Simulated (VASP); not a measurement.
The system is InP.

```xyz
2
Lattice="0.0000 2.9391 2.9391 2.9391 0.0000 2.9391 2.9391 2.9391 0.0000" Properties=species:S:1:pos:R:3 pbc="T T T"
In    0.0000    0.0000    0.0000
P     1.4695    1.4695    1.4695
```

Base run:

- Program: VASP 6.6.1
- Functional: PBEsol
- Potentials or basis: VASP PAW PBE potentials, release 64 (In_d, P)
- Cutoff: 520 eV
- k mesh: 10 × 10 × 10
- Occupations: gaussian, width 0.02 eV
- Spin: no spin polarisation

Its results: band gap on the k mesh 0.57 eV, direct; pressure 0.0 GPa.

Task: The run is repeated on the same cell with these changes: functional from PBEsol to LDA; potentials or basis from VASP PAW PBE potentials, release 64 (In_d, P) to VASP PAW LDA potentials, release 64 (In_d, P). What comes out?

Result: Band gap on the k mesh 0.46 eV, direct; pressure -1.7 GPa.

Caveats: spin-orbit coupling is left out, which moves the levels of the heavy elements; the PAW data sets were made with another functional, which shifts forces and pressure a little (some runs).

